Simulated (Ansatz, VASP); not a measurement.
**Hf2C: VASP beside Ansatz**

File INCAR:

```
SYSTEM = Hf2C
ALGO = Normal ; EDIFF = 1E-6
EDIFFG = -0.01 ; ENCUT = 600
GGA = PE ; IBRION = 2
ISIF = 3 ; ISMEAR = 0
LASPH = .True. ; LCHARG = .False.
LREAL = .False. ; LWAVE = .False.
NELM = 60 ; NSW = 100
PREC = Accurate ; SIGMA = 0.1
```

The input KPOINTS:

```
k-points
0
Gamma
  12 12 16
  0 0 0
```

POSCAR

```
Hf2C
1.0
    4.6446488095      0.0000000000      0.0000000000
   -2.3223244048      4.0223838607      0.0000000000
    0.0000000000      0.0000000000      2.7581036181
Hf C
2 1
Direct
    0.3333333333      0.6666666667      0.5000000000
    0.6666666667      0.3333333333      0.5000000000
    0.0000000000      0.0000000000      0.0000000000
```

Input for Ansatz:

```yaml
crystal:
  lattice:
    - [4.6446488095, 0.0, 0.0]
    - [-2.3223244048, 4.0223838607, 0.0]
    - [0.0, 0.0, 2.7581036181]
  atoms:
    - { symbol: Hf, position: [0.3333333333, 0.6666666667, 0.5] }
    - { symbol: Hf, position: [0.6666666667, 0.3333333333, 0.5] }
    - { symbol: C, position: [0.0, 0.0, 0.0] }
basis:
  ecutwfc: 420
kpoints:
  mp_grid: { grid: [12, 12, 16] }
hamiltonian:
  xc: pbe
scf:
  occupations: { method: gaussian, width: 0.1 }
output:
  forces: true
  stress: true
  eigenvalues: true
  write_density: true
  write_potential: true
  elf: true
  volumetric_format: npy
relax:
  adjacent_minimum: "off"
  f_tol: 0.01
  max_steps: 80
  cell: { stress_tol: 0.05 }
```

Change from the starting cell: species swapped into the EuHg2 type (P6/mmm, No. 191).

Alike in both runs: task relaxation of cell and atoms; functional PBE; k mesh 12 × 12 × 16; occupations gaussian, width 0.1 eV; no spin polarisation.

```csv
,VASP,Ansatz
version,VASP 6.6.1,Ansatz 0.2.0
potentials or method,"VASP PAW PBE potentials, release 64 (Hf_pv, C), cutoff 600 eV","scalar-relativistic, plane waves, PAW"
valence electrons in the cell,24,56
```

|  | VASP | Ansatz | Ansatz less VASP |
| --- | --- | --- | --- |
| gap on the k mesh at the Fermi level, each at its own relaxed structure (eV) | none | none | - |
| relaxed volume (Å³/atom) | 17.19 | 17.32 | +0.135 |
| relaxed cell length with the largest relative difference (Å) | 4.654 | 4.668 | +0.0144 |

A gap of «none» marks a metal or a gap that the smearing closes. VASP's potentials hold 24 valence electrons a cell and Ansatz's 56, so a difference there can come from the potentials and not from the codes.

Neither program's run includes spin-orbit coupling.
